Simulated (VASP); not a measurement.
# TaF3 (Pm-3m) in VASP: further runs, part 2 of 2

VASP 6.6.1. The steps go on from the part before.

### Step 3. Single point, PBE

This run uses another cell than the first one, of 16.21 Å³/atom, 1.061 times its volume.

INCAR reads:

```
SYSTEM = TaF3
PREC = Accurate
ENCUT = 520
EDIFF = 1E-7
ISMEAR = -1
SIGMA = 0.05
LREAL = .False.
LASPH = .True.
NELM = 60
ALGO = Normal
ISIF = 2
LWAVE = .False.
LCHARG = .False.
GGA = PE
NBANDS = 24
```

KPOINTS reads:

```
regular mesh
0
Gamma
  7 7 7
  0 0 0
```

POSCAR reads:

```
TaF3
1.0
    4.0173455211      0.0000000000      0.0000000000
    0.0000000000      4.0173455211      0.0000000000
    0.0000000000      0.0000000000      4.0173455211
Ta F
1 3
Direct
    0.0000000000      0.0000000000      0.0000000000
    0.0000000000      0.0000000000      0.5000000000
    0.0000000000      0.5000000000      0.0000000000
    0.5000000000      0.0000000000      0.0000000000
```

Potentials or basis: VASP PAW PBE potentials, release 64 (Ta_pv, F).

On the command line:

```bash
> cat potpaw_PBE.64/Ta_pv/POTCAR potpaw_PBE.64/F/POTCAR > POTCAR
> mpirun -np 1 vasp_std > vasp.out
```

OUTCAR:

```text
SYSTEM = TaF3
   PREC = Accurate
   ENCUT = 520
   EDIFF = 1E-7
   ISMEAR = -1
   LREAL = .False.
   LASPH = .True.
   NELM = 60
   ISIF = 2
   GGA = PE

 ion  position               nearest neighbor table
   1  0.000  0.000  0.000-   2 2.01   3 2.01   4 2.01   2 2.01   3 2.01   4 2.01
   2  0.000  0.000  0.500-   1 2.01   1 2.01
   3  0.000  0.500  0.000-   1 2.01   1 2.01
   4  0.500  0.000  0.000-   1 2.01   1 2.01

  LATTYP: Found a simple cubic cell.
 ALAT       =     4.0173455211

  Lattice vectors:

 A1 = (   4.0173455211,   0.0000000000,   0.0000000000)
 A2 = (   0.0000000000,   4.0173455211,   0.0000000000)
 A3 = (   0.0000000000,   0.0000000000,   4.0173455211)

Analysis of symmetry for initial positions (statically):
=====================================================================
 Subroutine PRICEL returns:
 Original cell was already a primitive cell.

 Routine SETGRP: Setting up the symmetry group for a
 simple cubic supercell.

 Subroutine GETGRP returns: Found 48 space group operations
 (whereof 48 operations were pure point group operations)
 out of a pool of 48 trial point group operations.

The static configuration has the point symmetry O_h .

Analysis of symmetry for dynamics (positions and initial velocities):
=====================================================================
 Subroutine PRICEL returns:
 Original cell was already a primitive cell.

 Routine SETGRP: Setting up the symmetry group for a
 simple cubic supercell.

 Subroutine GETGRP returns: Found 48 space group operations
 (whereof 48 operations were pure point group operations)
 out of a pool of 48 trial point group operations.

The dynamic configuration has the point symmetry O_h .

 Subroutine INISYM returns: Found 48 space group operations
 (whereof 48 operations are pure point group operations),
 and found     1 'primitive' translations

----------------------------------------------------------------------------------------

                                     Primitive cell

  volume of cell :      64.8362

  direct lattice vectors                    reciprocal lattice vectors
     4.017345521  0.000000000  0.000000000     0.248920586  0.000000000  0.000000000
     0.000000000  4.017345521  0.000000000     0.000000000  0.248920586  0.000000000
     0.000000000  0.000000000  4.017345521     0.000000000  0.000000000  0.248920586

  length of vectors
     4.017345521  4.017345521  4.017345521     0.248920586  0.248920586  0.248920586

  position of ions in fractional coordinates (direct lattice)
     0.000000000  0.000000000  0.000000000
     0.000000000  0.000000000  0.500000000
     0.000000000  0.500000000  0.000000000
     0.500000000  0.000000000  0.000000000

  ion indices of the primitive-cell ions
   primitive index   ion index
                 1           1
                 2           2
                 3           3
                 4           4

----------------------------------------------------------------------------------------

 KPOINTS: regular mesh

Automatic generation of k-mesh.
 Grid dimensions read from file:
 generate k-points for:    7    7    7

 Generating k-lattice:

  Cartesian coordinates                     Fractional coordinates (reciprocal lattice)
     0.035560084  0.000000000  0.000000000     0.142857143  0.000000000  0.000000000
     0.000000000  0.035560084  0.000000000     0.000000000  0.142857143  0.000000000
     0.000000000  0.000000000  0.035560084     0.000000000  0.000000000  0.142857143

  Length of vectors
     0.035560084  0.035560084  0.035560084

  Shift w.r.t. Gamma in fractional coordinates (k-lattice)
     0.000000000  0.000000000  0.000000000

 Subroutine IBZKPT returns following result:
 ===========================================

 Found     20 irreducible k-points:

 Following reciprocal coordinates:
            Coordinates               Weight
  0.000000  0.000000  0.000000      1.000000
  0.142857  0.000000  0.000000      6.000000
  0.285714  0.000000  0.000000      6.000000
  0.428571  0.000000  0.000000      6.000000
  0.142857  0.142857  0.000000     12.000000
  0.285714  0.142857  0.000000     24.000000
[... 12 lines left out ...]
  0.428571  0.428571  0.285714     24.000000
  0.428571  0.428571  0.428571      8.000000
   k-points           NKPTS =     20   k-points in BZ     NKDIM =     20   number of bands    NBANDS=     24
   number of dos      NEDOS =    301   number of ions     NIONS =      4
   total plane-waves  NPLWV =  27000
   dimension x,y,z NGX =    30 NGY =   30 NGZ =   30
   dimension x,y,z NGXF=    60 NGYF=   60 NGZF=   60
   ions per type =               1   3
   NGX,Y,Z   is equivalent  to a cutoff of  12.41, 12.41, 12.41 a.u.
   NGXF,Y,Z  is equivalent  to a cutoff of  24.83, 24.83, 24.83 a.u.
 SYSTEM =  TaF3
   PREC   = accura    normal or accurate (medium, high low for compatibility)
   ISTART =      0    job   : 0-new  1-cont  2-samecut
   ICHARG =      2    charge: 1-file 2-atom 10-const
   ISPIN  =      1    spin polarized calculation?
   LNONCOLLINEAR =      F non collinear calculations
   LSORBIT =      F    spin-orbit coupling
   LASPH  =      T    aspherical Exc in radial PAW
   ENCUT  =  520.0 eV  38.22 Ry    6.18 a.u.   7.47  7.47  7.47*2*pi/ulx,y,z
   NELM   =     60;   NELMIN=  2; NELMDL= -5     # of ELM steps
   EDIFF  = 0.1E-06   stopping-criterion for ELM
   LREAL  =      F    real-space projection
   EDIFFG = 0.1E-05   stopping-criterion for IOM
   NSW    =      0    number of steps for IOM
   IBRION =     -1    ionic relax: 0-MD 1-quasi-New 2-CG
   NFREE  =      0    steps in history (QN), initial steepest desc. (CG)
   ISIF   =      2    stress and relaxation
   ISYM   =      2    0-nonsym 1-usesym 2-fastsym
   POTIM  = 0.5000    time-step for ionic-motion
   TEBEG  =    0.0;   TEEND  =   0.0 temperature during run
   PSTRESS=    0.0 pullay stress
   NELECT =      32.0000    total number of electrons
   NUPDOWN=      -1.0000    fix difference up-down
   EMIN   =  10.00;   EMAX   =-10.00  energy-range for DOS
   EFERMI =   0.00;   METHOD = LEGACY
   ISMEAR =    -1;   SIGMA  =   0.05  broadening in eV -4-tet -1-fermi 0-gaus
   EFERMI_NEDOS =   21; number of points for ismear=-14 and -15
   IALGO  =     38    algorithm
   IMIX   =      4    mixing-type and parameters
     AMIX     =   0.40;   BMIX     =  1.00
     AMIX_MAG =   1.60;   BMIX_MAG =  1.00
  volume/ion in A,a.u.               =      16.21       109.38
  Fermi-wavevector in a.u.,A,eV,Ry     =   1.293756  2.444844 22.773486  1.673804
  Thomas-Fermi vector in A             =   2.425381
   LORBIT       =      0    0 simple, 1 ext, 2 COOP (PROOUT), +10 PAW based schemes
   GGA     = PE    functional components
   LHFCALC =     F    Hartree Fock is set to
   AEXX    =    0.0000 exact exchange contribution
   IVDW    =     0    specifies the selected vdW correction
   LEPSILON=     F    determine dielectric tensor
   LRPA    =     F    only Hartree local field effects (RPA)
 non-spin polarized calculation
  energy-cutoff  :      520.00
  volume of cell :       64.84
 maximum number of plane-waves:      1767
 NGX is ok and might be reduce to    30
   NGX = 15   NGY = 15   NGZ = 15

 number of electron      31.9999954 magnetization

 Free energy of the ion-electron system (eV)
  ---------------------------------------------------
  ext. energy  EPLUGINS =         0.00000000
  ---------------------------------------------------
  free energy    TOTEN  =       -26.62172328 eV

  energy without entropy =      -26.58592879  energy(sigma->0) =      -26.60382604

 E-fermi :   4.0628     XC(G=0):  -8.6297

 val. band max:        4.0454431010   @ k =   0.2857   0.1429   0.1429
 cond. band min:       4.0692544707   @ k =   0.2857   0.2857   0.1429
 fundamental gap:      0.0238113697
 Fermi energy:         4.0628175950

 k-point     1 :       0.0000    0.0000    0.0000
  band No.  band energies     occupation
      1     -32.9052      2.00000
      2     -32.9052      2.00000
      3     -32.9052      2.00000
      4     -24.2631      2.00000
      5     -23.9569      2.00000
      6     -23.9569      2.00000
[... 16 lines left out ...]
     23      12.7816      0.00000
     24      12.7816      0.00000
[... 490 lines left out ...]
      2     -33.1282      2.00000
      3     -33.1282      2.00000
      4     -23.2241      2.00000
      5     -23.2077      2.00000
      6     -23.2077      2.00000
[... 16 lines left out ...]
     23      11.2290      0.00000
     24      11.2290      0.00000

------------------------ aborting loop because EDIFF is reached ----------------------------------------

  FORCE on cell =-STRESS in cart. coord.  units (eV):
  Direction    XX          YY          ZZ          XY          YZ          ZX
  --------------------------------------------------------------------------------------
  -------------------------------------------------------------------------------------
  Total        4.1232251      4.1232251      4.1232251      0.0000000      0.0000000     -0.0000000
  in kB      101.8896509    101.8896509    101.8896509      0.0000000      0.0000000     -0.0000000
  external PRESSURE =     101.8896509 kB  Pullay stress =       0.0000000 kB

 VOLUME and BASIS-vectors are now :
 -----------------------------------------------------------------------------
  energy-cutoff  :      520.00
  volume of cell :       64.84
      direct lattice vectors                 reciprocal lattice vectors
     4.017345521  0.000000000  0.000000000     0.248920586  0.000000000  0.000000000
     0.000000000  4.017345521  0.000000000     0.000000000  0.248920586  0.000000000
     0.000000000  0.000000000  4.017345521     0.000000000  0.000000000  0.248920586

 POSITION                                       TOTAL-FORCE (eV/Angst)
 -----------------------------------------------------------------------------------
      0.00000      0.00000      0.00000         0.000000      0.000000      0.000000
      0.00000      0.00000      2.00867         0.000000      0.000000      0.000000
      0.00000      2.00867      0.00000         0.000000      0.000000      0.000000
      2.00867      0.00000      0.00000         0.000000      0.000000      0.000000
 -----------------------------------------------------------------------------------
    total drift:                                0.000000      0.000000      0.000000

  FREE ENERGIE OF THE ION-ELECTRON SYSTEM (eV)
  ---------------------------------------------------
  free  energy   TOTEN  =       -26.6217232811 eV

  energy  without entropy=      -26.5859287948  energy(sigma->0) =      -26.60382604
```

Run time: 14 s. Hardware: 1 thread of AMD EPYC 9R45 (Zen 5), shared host; peak memory 0.15 GiB.

Results:

```yaml
Free_energy: -26.6217 eV
Pressure: 10.2 GPa
Band_gap_on_the_k_mesh: zero (band 16 reaches 5.42 eV, above the bottom of band 17 at 3.01 eV)
```

Caveat: spin-orbit coupling is left out, which moves the levels of the heavy elements.

### Step 4. Single point, PBE

This run uses another cell than the first one, of 16.81 Å³/atom, 1.101 times its volume.

INCAR reads:

```
SYSTEM = TaF3
ALGO     = Normal         ! electronic algorithm
EDIFF    = 1E-6           ! SCF threshold, eV
ENCUT    = 520            ! plane-wave cutoff, eV
GGA      = PE             ! functional
ISIF     = 2              ! what is computed and relaxed
ISMEAR   = -1             ! smearing method
LASPH    = .True.         ! aspherical terms in the spheres
LCHARG   = .False.        ! write CHGCAR
LREAL    = .False.        ! projectors in reciprocal space
LWAVE    = .False.        ! write WAVECAR
NBANDS   = 24             ! bands
NELM     = 60             ! most SCF steps
PREC     = Accurate       ! precision mode
SIGMA    = 0.05           ! smearing width, eV
```

KPOINTS reads:

```
k-points
0
Gamma
  7 7 7
  0 0 0
```

POSCAR reads:

```
TaF3
1.0
    4.0662673650      0.0000000000      0.0000000000
    0.0000000000      4.0662673650      0.0000000000
    0.0000000000      0.0000000000      4.0662673650
Ta F
1 3
Direct
    0.0000000000      0.0000000000      0.0000000000
    0.0000000000      0.0000000000      0.5000000000
    0.0000000000      0.5000000000      0.0000000000
    0.5000000000      0.0000000000      0.0000000000
```

On the command line:

```bash
> cat potpaw_PBE.64/Ta_pv/POTCAR potpaw_PBE.64/F/POTCAR > POTCAR
> mpirun -np 1 vasp_std > vasp.out
```

Wall time 13 s (1 thread of AMD EPYC 9R45 (Zen 5), shared host); peak memory 0.15 GiB.

It converged, with:

```yaml
Free_energy: -26.7398 eV
Pressure: 5.1 GPa
Band_gap_on_the_k_mesh: zero (band 16 reaches 4.96 eV, above the bottom of band 17 at 2.71 eV)
```

Levels at points of the mesh, in eV from the Fermi level:
| k point | band 12 | band 13 | band 14 | band 15 | band 16 | band 17 | band 18 | band 19 | band 20 | band 21 |
| --- | --- | --- | --- | --- | --- | --- | --- | --- | --- | --- |
| (0.00, 0.00, 0.00) | -8.40 | -8.35 | -8.35 | -8.35 | -0.99 | -0.99 | -0.99 | -0.20 | 1.99 | 1.99 |

Caveat: spin-orbit coupling is left out, which moves the levels of the heavy elements.

### Step 5. Overview

```csv
cell,gap on the mesh (eV),pressure (GPa)
"a = 3.938 Å, 4 atoms",none,20.4
"a = 4.017 Å, 4 atoms",none,10.2
"a = 4.066 Å, 4 atoms",none,5.1
```

Alike in all rows: task single point; level PBE; potentials or basis VASP PAW PBE potentials, release 64 (Ta_pv, F); no spin polarisation; k mesh 7 × 7 × 7; cutoff (eV) 520; smearing fermi-dirac 0.05 eV.

Caveats: spin-orbit coupling is left out, which moves the levels of the heavy elements.

Absolute energies hang on the potentials; compare differences alone.
